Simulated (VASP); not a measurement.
A run of VASP 6.6.1 is set up as follows.

The input INCAR:

```
PREC = Accurate ; ENCUT = 600
EDIFF = 1E-6 ; ISMEAR = 0
SIGMA = 0.1 ; LREAL = F
LASPH = T ; NELM = 120
ALGO = Normal ; ISIF = 2
LWAVE = F ; LCHARG = F
GGA = PS ; NBANDS = 16
GGA_COMPAT = F
```

KPOINTS

```
regular mesh
0
Gamma
  16 16 16
```

POSCAR

```
CdO
1.0
    0.0000000000      2.3776192825      2.3776192825
    2.3776192825      0.0000000000      2.3776192825
    2.3776192825      2.3776192825      0.0000000000
Cd O
1 1
Direct
    0.0000000000      0.0000000000      0.0000000000
    0.5000000000      0.5000000000      0.5000000000
```

Potentials or basis: VASP PAW PBE potentials, release 64 (Cd, O).

Run with:

```sh
$ cat potpaw_PBE.64/Cd/POTCAR potpaw_PBE.64/O/POTCAR > POTCAR
$ mpirun -np 1 vasp_std > vasp.out
```

Predict the band gap on the k mesh.

zero (band 9 reaches 1.55 eV, above the bottom of band 10 at 0.95 eV).

Predict the pressure.

-4.3 GPa.

Caveat: the cell differs from its parent crystal (functional PBEsol, strained); the PAW data sets were made with another functional, which shifts forces and pressure a little.
